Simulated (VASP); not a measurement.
# NaCl (Pm-3m) in VASP: further runs, part 2 of 2

VASP 6.6.1. Earlier steps stand in the parts before.

### 3 Single point, PBEsol (volume scaled by 0.97)

INCAR reads:

```
SYSTEM = NaCl
PREC     = Accurate       ! precision mode
ENCUT    = 520            ! plane-wave cutoff, eV
EDIFF    = 1E-6           ! SCF threshold, eV
ISMEAR   = -1             ! smearing method
SIGMA    = 0.02           ! smearing width, eV
LREAL    = .False.        ! projectors in reciprocal space
LASPH    = .True.         ! aspherical terms in the spheres
NELM     = 80             ! most SCF steps
ALGO     = Normal         ! electronic algorithm
ISIF     = 2              ! what is computed and relaxed
LWAVE    = .False.        ! write WAVECAR
LCHARG   = .False.        ! write CHGCAR
GGA      = PS             ! functional
NBANDS   = 14             ! bands
```

KPOINTS reads:

```
regular mesh
0
Gamma
  8 8 8
  0 0 0
```

POSCAR reads:

```
NaCl
1.0
    2.8311091358      0.0000000000      0.0000000000
    0.0000000000      2.8311091358      0.0000000000
    0.0000000000      0.0000000000      2.8311091358
Na Cl
1 1
Direct
    0.0000000000      0.0000000000      0.0000000000
    0.5000000000      0.5000000000      0.5000000000
```

Potentials or basis: VASP PAW PBE potentials, release 64 (Na_pv, Cl).

Run with:

```
$ cat potpaw_PBE.64/Na_pv/POTCAR potpaw_PBE.64/Cl/POTCAR > POTCAR
$ mpirun -np 1 vasp_std > vasp.out
```

OUTCAR:

```text
SYSTEM = NaCl
   PREC = Accurate
   ENCUT = 520
   EDIFF = 1E-6
   ISMEAR = -1
   LREAL = .False.
   LASPH = .True.
   NELM = 80
   ISIF = 2
   GGA = PS

 ion  position               nearest neighbor table
   1  0.000  0.000  0.000-   2 2.45   2 2.45   2 2.45   2 2.45   2 2.45   2 2.45   2 2.45   2 2.45

   2  0.500  0.500  0.500-   1 2.45   1 2.45   1 2.45   1 2.45   1 2.45   1 2.45   1 2.45   1 2.45

  LATTYP: Found a simple cubic cell.
 ALAT       =     2.8311091358

  Lattice vectors:

 A1 = (   2.8311091358,   0.0000000000,   0.0000000000)
 A2 = (   0.0000000000,   2.8311091358,   0.0000000000)
 A3 = (   0.0000000000,   0.0000000000,   2.8311091358)

Analysis of symmetry for initial positions (statically):
=====================================================================
 Subroutine PRICEL returns:
 Original cell was already a primitive cell.

 Routine SETGRP: Setting up the symmetry group for a
 simple cubic supercell.

 Subroutine GETGRP returns: Found 48 space group operations
 (whereof 48 operations were pure point group operations)
 out of a pool of 48 trial point group operations.

[... 176 lines left out ...]
      6       5.8880      2.00000
      7       5.8880      2.00000
      8      13.5391      0.00000
      9      13.5391      0.00000
     10      14.6901      0.00000
     11      25.1402      0.00000
     12      25.1402      0.00000
     13      25.1402      0.00000
     14      29.9271      0.00000
[... 377 lines left out ...]
      1     -15.7909      2.00000
      2     -15.7161      2.00000
      3     -15.4554      2.00000
      4      -7.4800      2.00000
      5       1.4009      2.00000
      6       2.2344      2.00000
      7       6.1207      2.00000
      8      12.2778      0.00000
      9      17.7260      0.00000
     10      18.2760      0.00000
     11      19.2506      0.00000
     12      24.5962      0.00000
     13      25.0497      0.00000
     14      29.0132      0.00000

 [... further k-points ...]

------------------------ aborting loop because EDIFF is reached ----------------------------------------

  FORCE on cell =-STRESS in cart. coord.  units (eV):
  Direction    XX          YY          ZZ          XY          YZ          ZX
  --------------------------------------------------------------------------------------
  -------------------------------------------------------------------------------------
  Total        9.6300217      9.6300217      9.6300217      0.0000000      0.0000000     -0.0000000
  in kB      679.9359648    679.9359648    679.9359648      0.0000000      0.0000000     -0.0000000
  external PRESSURE =     679.9359648 kB  Pullay stress =       0.0000000 kB

 VOLUME and BASIS-vectors are now :
 -----------------------------------------------------------------------------
  energy-cutoff  :      520.00
  volume of cell :       22.69
      direct lattice vectors                 reciprocal lattice vectors
     2.831109136  0.000000000  0.000000000     0.353218457  0.000000000  0.000000000
     0.000000000  2.831109136  0.000000000     0.000000000  0.353218457  0.000000000
     0.000000000  0.000000000  2.831109136     0.000000000  0.000000000  0.353218457

 POSITION                                       TOTAL-FORCE (eV/Angst)
 -----------------------------------------------------------------------------------
      0.00000      0.00000      0.00000         0.000000      0.000000      0.000000
      1.41555      1.41555      1.41555         0.000000      0.000000      0.000000
 -----------------------------------------------------------------------------------
    total drift:                                0.000000     -0.000000     -0.000000

  FREE ENERGIE OF THE ION-ELECTRON SYSTEM (eV)
  ---------------------------------------------------
  free  energy   TOTEN  =        -4.4995381944 eV

  energy  without entropy=       -4.4995381944  energy(sigma->0) =       -4.49953819
```

It took 7.7 s on 1 thread of AMD EPYC 7R13 (Zen 3), shared host; peak memory 0.1 GiB.

Results:

```yaml
Free_energy: -4.4995 eV
Pressure: 68.0 GPa
Band_gap_on_the_k_mesh: 4.07 eV, direct
```

Caveat: the PAW data sets were made with another functional, which shifts forces and pressure a little. A k mesh can miss the band edges.

### 4 Single point, PBEsol (volume scaled by 0.94)

INCAR reads:

```
PREC = Accurate ; ENCUT = 520
EDIFF = 1E-6 ; ISMEAR = -1
SIGMA = 0.02 ; LREAL = F
LASPH = T ; NELM = 100
ALGO = Normal ; ISIF = 2
LWAVE = F ; LCHARG = F
GGA = PS ; NBANDS = 14
```

KPOINTS reads:

```
Automatic mesh
0
Gamma
  8 8 8
```

POSCAR reads:

```
NaCl
1.0
    2.8016162709      0.0000000000      0.0000000000
    0.0000000000      2.8016162709      0.0000000000
    0.0000000000      0.0000000000      2.8016162709
Na Cl
1 1
Direct
    0.0000000000      0.0000000000      0.0000000000
    0.5000000000      0.5000000000      0.5000000000
```

Run with:

```
$ cat potpaw_PBE.64/Na_pv/POTCAR potpaw_PBE.64/Cl/POTCAR > POTCAR
$ mpirun -np 1 vasp_std > vasp.out
```

Wall time 7.8 s (1 thread of AMD EPYC 7R13 (Zen 3), shared host); peak memory 0.1 GiB.

The run converged. Its results:

```
Free energy            : -4.1821 eV
Pressure               : 77.0 GPa
Band gap on the k mesh : 3.93 eV, direct
```

Levels at points of the mesh, in eV from the valence-band top:
| k point | band 5 | band 6 | band 7 | band 8 | band 9 | band 10 |
| --- | --- | --- | --- | --- | --- | --- |
| (0.00, 0.00, 0.00) | -1.40 | -1.40 | -1.40 | 6.12 | 6.12 | 7.76 |
| (0.50, 0.00, 0.00) | -7.58 | -0.89 | -0.89 | 8.89 | 9.37 | 12.68 |
| (0.50, 0.50, 0.00) | -5.85 | -5.85 | 0.00 | 3.93 | 10.65 | 12.63 |
| (0.50, 0.50, 0.50) | -5.30 | -5.30 | -5.30 | 5.95 | 5.95 | 5.95 |

Caveat: the PAW data sets were made with another functional, which shifts forces and pressure a little. A k mesh can miss the band edges.

### 5 Single point, PBEsol (volume scaled by 0.98)

INCAR reads:

```
SYSTEM = NaCl
PREC = Accurate
ENCUT = 520
EDIFF = 1E-6
ISMEAR = -1
SIGMA = 0.02
LREAL = .False.
LASPH = .True.
NELM = 80
ALGO = Normal
ISIF = 2
LWAVE = .False.
LCHARG = .True.
GGA = PS
LELF = .True.
LVHAR = .True.
NBANDS = 14
```

KPOINTS reads:

```
regular mesh
0
Gamma
  8 8 8
  0 0 0
```

POSCAR reads:

```
NaCl
1.0
    2.8408047908      0.0000000000      0.0000000000
    0.0000000000      2.8408047908      0.0000000000
    0.0000000000      0.0000000000      2.8408047908
Na Cl
1 1
Direct
    0.0000000000      0.0000000000      0.0000000000
    0.5000000000      0.5000000000      0.5000000000
```

Run with:

```
$ cat potpaw_PBE.64/Na_pv/POTCAR potpaw_PBE.64/Cl/POTCAR > POTCAR
$ mpirun -np 1 vasp_std > vasp.out
```

It took 8.7 s on 1 thread of AMD EPYC 7R13 (Zen 3), shared host; peak memory 0.1 GiB.

Results (log left out):

- Free energy: -4.5969 eV
- Pressure: 65.2 GPa
- Band gap on the k mesh: 4.12 eV, direct

Levels at points of the mesh, in eV from the valence-band top:
| k point | band 4 | band 5 | band 6 | band 7 | band 8 | band 9 | band 10 | band 11 |
| --- | --- | --- | --- | --- | --- | --- | --- | --- |
| (0.00, 0.00, 0.00) | -17.19 | -1.32 | -1.32 | -1.32 | 6.38 | 6.38 | 7.37 | 17.89 |
| (0.50, 0.00, 0.00) | -15.42 | -7.19 | -0.83 | -0.83 | 9.08 | 9.17 | 12.67 | 12.67 |
| (0.50, 0.50, 0.00) | -14.66 | -5.55 | -5.55 | 0.00 | 4.12 | 10.62 | 12.69 | 12.69 |
| (0.50, 0.50, 0.50) | -13.38 | -4.99 | -4.99 | -4.99 | 6.08 | 6.08 | 6.08 | 17.12 |

Caveat: the PAW data sets were made with another functional, which shifts forces and pressure a little. A k mesh can miss the band edges.

### 6 Summary

| cell | gap on the mesh (eV) | pressure (GPa) |
| --- | --- | --- |
| a = 2.802 Å, 2 atoms | 3.93 | 77.0 |
| a = 2.831 Å, 2 atoms | 4.07 | 68.0 |
| a = 2.841 Å, 2 atoms | 4.12 | 65.2 |

Alike in all rows: task single point; level PBEsol; potentials or basis VASP PAW PBE potentials, release 64 (Na_pv, Cl); no spin polarisation; k mesh 8 × 8 × 8; cutoff (eV) 520; smearing fermi-dirac 0.02 eV.

Caveats: the PAW data sets were made with another functional, which shifts forces and pressure a little.

Absolute energies hang on the potentials; compare differences alone.
